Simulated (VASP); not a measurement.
# Al2O3 (P-3m1) in VASP: further runs

The runs below take Al2O3 through single point, relaxation of cell and atoms, with r2SCAN.

All numbers are computed with VASP 6.6.1; they aren't measurements. Logs are shortened: lines on timing, memory, paths and dates and some standing lists are left out, and cuts for length are marked.

**1. The cell of the first run**

It takes space group P-3m1 (No. 164, trigonal). Conventional cell: a = 2.986 Å, b = 2.986 Å, c = 7.600 Å, α = 90.00°, β = 90.00°, γ = 120.00°. Al (site symmetry 3m) has 4 O at 1.67 to 1.82 Å within 2.2 Å. Within 2.4 Å of O (site symmetry 3m) lie 3 Al at 1.82 Å. Within 2.2 Å of O (site symmetry -3m) lie 2 Al at 1.67 Å.

**2. Single point, r2SCAN**

The input, POSCAR:

```
Al2O3
1.0
    2.9858669047      0.0000000000      0.0000000000
   -1.4929334524      2.5858365918      0.0000000000
    0.0000000000      0.0000000000      7.6001969328
Al O
2 3
Direct
    0.0000000000      0.0000000000      0.2809100474
    0.0000000000      0.0000000000      0.7190899526
    0.3333333333      0.6666666667      0.2045247409
    0.6666666667      0.3333333333      0.7954752591
    0.0000000000      0.0000000000      0.5000000000
```

The input, INCAR.step1:

```
ALGO = Normal
EDIFF = 1E-4
ENCUT = 520
GGA = PE
ISMEAR = 0
LASPH = T
LCHARG = F
LREAL = F
LWAVE = T
NBANDS = 20
NELM = 80
PREC = Accurate
SIGMA = 0.02
```

The input, INCAR.step2:

```
ALGO = Normal
EDIFF = 1E-6
ENCUT = 520
ISIF = 2
ISMEAR = 0
ISTART = 1
LASPH = T
LCHARG = F
LMIXTAU = T
LREAL = F
LWAVE = F
METAGGA = R2SCAN
NBANDS = 20
NELM = 80
PREC = Accurate
SIGMA = 0.02
```

The input, KPOINTS:

```
k-points
0
Gamma
  12 12 4
```

Potentials or basis: VASP PAW PBE potentials, release 64 (Al, O).

Run with:

```bash
> cat potpaw_PBE.64/Al/POTCAR potpaw_PBE.64/O/POTCAR > POTCAR
> cp INCAR.step1 INCAR
> mpirun -np 1 vasp_std > vasp.out
> cp INCAR.step2 INCAR
> mpirun -np 1 vasp_std > vasp.out
```

OUTCAR:

```text
EDIFF = 1E-6
   ENCUT = 520
   ISIF = 2
   ISMEAR = 0
   ISTART = 1
   LASPH = T
   LREAL = F
   METAGGA = R2SCAN
   NELM = 80
   PREC = Accurate

 ion  position               nearest neighbor table
   1  0.000  0.000  0.281-   5 1.67   3 1.82   3 1.82   3 1.82   2 3.33
   2  0.000  0.000  0.719-   5 1.67   4 1.82   4 1.82   4 1.82   1 3.33
   3  0.333  0.667  0.205-   1 1.82   1 1.82   1 1.82
   4  0.667  0.333  0.795-   2 1.82   2 1.82   2 1.82
   5  0.000  0.000  0.500-   1 1.67   2 1.67

  LATTYP: Found a hexagonal cell.
 ALAT       =     2.9858669047
 C/A-ratio  =     2.5453903926

  Lattice vectors:

 A1 = (   2.9858669047,   0.0000000000,   0.0000000000)
 A2 = (  -1.4929334524,   2.5858365918,   0.0000000000)
 A3 = (   0.0000000000,   0.0000000000,   7.6001969328)

Analysis of symmetry for initial positions (statically):
=====================================================================
 Subroutine PRICEL returns:
 Original cell was already a primitive cell.

 Routine SETGRP: Setting up the symmetry group for a
 hexagonal supercell.

 Subroutine GETGRP returns: Found 12 space group operations
 (whereof 12 operations were pure point group operations)
 out of a pool of 24 trial point group operations.

The static configuration has the point symmetry D_3d.

Analysis of symmetry for dynamics (positions and initial velocities):
=====================================================================
 Subroutine PRICEL returns:
 Original cell was already a primitive cell.

 Routine SETGRP: Setting up the symmetry group for a
 hexagonal supercell.

 Subroutine GETGRP returns: Found 12 space group operations
 (whereof 12 operations were pure point group operations)
 out of a pool of 24 trial point group operations.

The dynamic configuration has the point symmetry D_3d.

 Subroutine INISYM returns: Found 12 space group operations
 (whereof 12 operations are pure point group operations),
 and found     1 'primitive' translations

----------------------------------------------------------------------------------------

                                     Primitive cell

  volume of cell :      58.6808

  direct lattice vectors                    reciprocal lattice vectors
     2.985866905  0.000000000  0.000000000     0.334911110  0.193361020  0.000000000
    -1.492933452  2.585836592  0.000000000     0.000000000  0.386722039  0.000000000
     0.000000000  0.000000000  7.600196933     0.000000000  0.000000000  0.131575538

  length of vectors
     2.985866905  2.985866905  7.600196933     0.386722039  0.386722039  0.131575538

  position of ions in fractional coordinates (direct lattice)
     0.000000000  0.000000000  0.280910047
     0.000000000  0.000000000  0.719089953
     0.333333333  0.666666667  0.204524741
     0.666666667  0.333333333  0.795475259
     0.000000000  0.000000000  0.500000000

  ion indices of the primitive-cell ions
   primitive index   ion index
                 1           1
                 2           2
                 3           3
                 4           4
                 5           5

----------------------------------------------------------------------------------------

 KPOINTS: k-points

Automatic generation of k-mesh.
 Grid dimensions read from file:
 generate k-points for:   12   12    4

 Generating k-lattice:

  Cartesian coordinates                     Fractional coordinates (reciprocal lattice)
     0.027909259  0.016113418  0.000000000     0.083333333 -0.000000000  0.000000000
     0.000000000  0.032226837  0.000000000     0.000000000  0.083333333  0.000000000
     0.000000000  0.000000000  0.032893884     0.000000000  0.000000000  0.250000000

  Length of vectors
     0.032226837  0.032226837  0.032893884

  Shift w.r.t. Gamma in fractional coordinates (k-lattice)
     0.000000000  0.000000000  0.000000000

 Subroutine IBZKPT returns following result:
 ===========================================

 Found     69 irreducible k-points:

 Following reciprocal coordinates:
            Coordinates               Weight
  0.000000  0.000000  0.000000      1.000000
  0.083333  0.000000  0.000000      6.000000
  0.166667  0.000000  0.000000      6.000000
  0.250000 -0.000000  0.000000      6.000000
  0.333333  0.000000  0.000000      6.000000
  0.416667 -0.000000  0.000000      6.000000
[... 16 lines left out ...]
  0.166667  0.000000  0.250000      6.000000
  0.000000  0.166667  0.250000      6.000000
 [... further k-points ...]
   k-points           NKPTS =     69   k-points in BZ     NKDIM =     69   number of bands    NBANDS=     20
   number of dos      NEDOS =    301   number of ions     NIONS =      5
   total plane-waves  NPLWV =  34560
   dimension x,y,z NGX =    24 NGY =   24 NGZ =   60
   dimension x,y,z NGXF=    48 NGYF=   48 NGZF=  120
   ions per type =               2   3
   NGX,Y,Z   is equivalent  to a cutoff of  13.36, 13.36, 13.12 a.u.
   NGXF,Y,Z  is equivalent  to a cutoff of  26.73, 26.73, 26.25 a.u.
 SYSTEM =  unknown system
   PREC   = accura    normal or accurate (medium, high low for compatibility)
   ISTART =      1    job   : 0-new  1-cont  2-samecut
   ICHARG =      0    charge: 1-file 2-atom 10-const
   ISPIN  =      1    spin polarized calculation?
   LNONCOLLINEAR =      F non collinear calculations
   LSORBIT =      F    spin-orbit coupling
   LASPH  =      T    aspherical Exc in radial PAW
   ENCUT  =  520.0 eV  38.22 Ry    6.18 a.u.   5.55  5.55 14.13*2*pi/ulx,y,z
   NELM   =     80;   NELMIN=  2; NELMDL=  0     # of ELM steps
   EDIFF  = 0.1E-05   stopping-criterion for ELM
   LREAL  =      F    real-space projection
   EDIFFG = 0.1E-04   stopping-criterion for IOM
   NSW    =      0    number of steps for IOM
   IBRION =     -1    ionic relax: 0-MD 1-quasi-New 2-CG
   NFREE  =      0    steps in history (QN), initial steepest desc. (CG)
   ISIF   =      2    stress and relaxation
   ISYM   =      2    0-nonsym 1-usesym 2-fastsym
   POTIM  = 0.5000    time-step for ionic-motion
   TEBEG  =    0.0;   TEEND  =   0.0 temperature during run
   PSTRESS=    0.0 pullay stress
   NELECT =      24.0000    total number of electrons
   NUPDOWN=      -1.0000    fix difference up-down
   EMIN   =  10.00;   EMAX   =-10.00  energy-range for DOS
   EFERMI =   0.00;   METHOD = LEGACY
   ISMEAR =     0;   SIGMA  =   0.02  broadening in eV -4-tet -1-fermi 0-gaus
   EFERMI_NEDOS =   21; number of points for ismear=-14 and -15
   IALGO  =     38    algorithm
   IMIX   =      4    mixing-type and parameters
     AMIX     =   0.40;   BMIX     =  1.00
     AMIX_MAG =   1.60;   BMIX_MAG =  1.00
  volume/ion in A,a.u.               =      11.74        79.20
  Fermi-wavevector in a.u.,A,eV,Ry     =   1.215196  2.296388 20.091753  1.476702
  Thomas-Fermi vector in A             =   2.350591
   LORBIT       =      0    0 simple, 1 ext, 2 COOP (PROOUT), +10 PAW based schemes
   METAGGA = R2SCAN    functional components
   LHFCALC =     F    Hartree Fock is set to
   AEXX    =    0.0000 exact exchange contribution
   IVDW    =     0    specifies the selected vdW correction
   LEPSILON=     F    determine dielectric tensor
   LRPA    =     F    only Hartree local field effects (RPA)
 non-spin polarized calculation
 Gauss-broadening in eV      SIGMA  =   0.02
  energy-cutoff  :      520.00
  volume of cell :       58.68
 maximum number of plane-waves:      1624
 NGX is ok and might be reduce to    24
   NGX = 11   NGY = 11   NGZ = 29

 number of electron      24.0000006 magnetization

 Free energy of the ion-electron system (eV)
  ---------------------------------------------------
  ext. energy  EPLUGINS =         0.00000000
  ---------------------------------------------------
  free energy    TOTEN  =       -46.64970634 eV

  energy without entropy =      -46.64970634  energy(sigma->0) =      -46.64970634

 E-fermi :   3.8052     XC(G=0): -10.1977

 val. band max:        3.6451107763   @ k =   0.0000   0.0000   0.0000
 cond. band min:       6.7837991291   @ k =   0.0000   0.0000   0.0000
 fundamental gap:      3.1386883528
 Fermi energy:         3.8051876890

 k-point     1 :       0.0000    0.0000    0.0000
  band No.  band energies     occupation
      1     -17.2248      2.00000
      2     -17.0492      2.00000
      3     -14.3048      2.00000
      4      -2.3799      2.00000
      5      -1.0629      2.00000
      6      -0.3233      2.00000
[... 12 lines left out ...]
     19      16.9487      0.00000
     20      17.3240      0.00000

 k-point     2 :       0.0833    0.0000    0.0000
  band No.  band energies     occupation
      1     -17.1700      2.00000
      2     -17.0002      2.00000
      3     -14.2747      2.00000
      4      -2.3491      2.00000
      5      -1.0378      2.00000
      6      -0.5893      2.00000
[... 12 lines left out ...]
     19      17.0315      0.00000
     20      17.1306      0.00000

 k-point     3 :       0.1667    0.0000    0.0000
  band No.  band energies     occupation
      1     -17.0152      2.00000
      2     -16.8632      2.00000
      3     -14.1919      2.00000
      4      -2.3504      2.00000
      5      -1.3684      2.00000
      6      -1.0613      2.00000
[... 12 lines left out ...]
     19      16.9651      0.00000
     20      17.5854      0.00000

 k-point     4 :       0.2500   -0.0000    0.0000
  band No.  band energies     occupation
      1     -16.7914      2.00000
      2     -16.6687      2.00000
      3     -14.0777      2.00000
      4      -2.6934      2.00000
      5      -2.1891      2.00000
      6      -1.2282      2.00000
[... 429 lines left out ...]
 k-point    23 :       0.1667    0.0000    0.2500
  band No.  band energies     occupation
      1     -16.9953      2.00000
      2     -16.8850      2.00000
      3     -14.1891      2.00000
      4      -2.3850      2.00000
      5      -1.3604      2.00000
      6      -1.2070      2.00000
[... 12 lines left out ...]
     19      17.1911      0.00000
     20      17.5260      0.00000

 k-point    24 :       0.0000    0.1667    0.2500
  band No.  band energies     occupation
      1     -16.9942      2.00000
      2     -16.8862      2.00000
      3     -14.1889      2.00000
      4      -2.3976      2.00000
      5      -1.3662      2.00000
      6      -1.2264      2.00000
[... 12 lines left out ...]
     19      17.4561      0.00000
     20      17.5900      0.00000

 [... further k-points ...]
[... 5 lines left out ...]
  --------------------------------------------------------------------------------------
  -------------------------------------------------------------------------------------
  Total       -0.0766774     -0.0766774      0.1387644      0.0000000     -0.0000000     -0.0000000
  in kB       -2.0935427     -2.0935427      3.7887187      0.0000000     -0.0000000     -0.0000000
  external PRESSURE =      -0.1327889 kB  Pullay stress =       0.0000000 kB

 VOLUME and BASIS-vectors are now :
 -----------------------------------------------------------------------------
  energy-cutoff  :      520.00
  volume of cell :       58.68
      direct lattice vectors                 reciprocal lattice vectors
     2.985866905  0.000000000  0.000000000     0.334911110  0.193361020  0.000000000
    -1.492933452  2.585836592  0.000000000     0.000000000  0.386722039  0.000000000
     0.000000000  0.000000000  7.600196933     0.000000000  0.000000000  0.131575538

 POSITION                                       TOTAL-FORCE (eV/Angst)
 -----------------------------------------------------------------------------------
      0.00000      0.00000      2.13497         0.000000      0.000000     -0.085820
      0.00000      0.00000      5.46523        -0.000000     -0.000000      0.085820
     -0.00000      1.72389      1.55443         0.000000      0.000000      0.021819
      1.49293      0.86195      6.04577         0.000000      0.000000     -0.021819
      0.00000      0.00000      3.80010         0.000000      0.000000      0.000000
 -----------------------------------------------------------------------------------
    total drift:                               -0.000000     -0.000000     -0.000000

  FREE ENERGIE OF THE ION-ELECTRON SYSTEM (eV)
  ---------------------------------------------------
  free  energy   TOTEN  =       -46.6497063445 eV

  energy  without entropy=      -46.6497063445  energy(sigma->0) =      -46.64970634
```

Wall time 7.1 min (1 thread of AMD EPYC 7R43 (Zen 3), shared host); peak memory 0.19 GiB.

Results:

```yaml
Free_energy: -46.6497 eV
Pressure: 0.0 GPa
Largest_force: 0.086 eV/Å
Band_gap_on_the_k_mesh: 3.14 eV, direct
```

Forces in eV/Å, atoms in the order of the input:
```
Al   0.000  0.000 -0.086
Al   0.000  0.000  0.086
O    0.000  0.000  0.022
O    0.000  0.000 -0.022
O    0.000  0.000  0.000
```

Stress tensor (GPa, compression positive):
```
-0.21  0.00  0.00
 0.00 -0.21  0.00
 0.00  0.00  0.38
```

Caveat: the PAW data sets were made with another functional, which shifts forces and pressure a little. r2SCAN opens gaps a little over a GGA but as a rule still falls short of measured ones.

(Continued in part 2 of 2.)
